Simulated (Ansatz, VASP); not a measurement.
**Sn in VASP and in Ansatz**

```xyz
1
Lattice="3.0617 0.0000 0.0000 0.0000 3.0617 0.0000 0.0000 0.0000 3.0617" Properties=species:S:1:pos:R:3 pbc="T T T"
Sn    0.0000    0.0000    0.0000
```

Alike in both runs: task relaxation of cell and atoms; functional PBEsol; k mesh 14 × 14 × 14; occupations gaussian, width 0.1 eV; no spin polarisation.

```csv
,VASP,Ansatz
version,VASP 6.6.1,Ansatz 0.2.0
potentials or method,"VASP PAW PBE potentials, release 64 (Sn_d), cutoff 600 eV","scalar-relativistic, plane waves, PAW"
valence electrons in the cell,14,14
```

VASP gave:

| Quantity | Value |
| --- | --- |
| gap on the k mesh at the Fermi level, each at its own relaxed structure (eV) | none |
| relaxed volume (Å³/atom) | 27.87 |
| relaxed cell length with the largest relative difference (Å) | 3.032 |

Problem. Estimate Ansatz's values.

Solution. gap on the k mesh at the Fermi level, each at its own relaxed structure (eV): none; relaxed volume (Å³/atom): 27.88; relaxed cell length with the largest relative difference (Å): 3.032.

VASP's potentials were made for PBE, not for PBEsol. A gap of «none» marks a metal or a gap that the smearing closes.
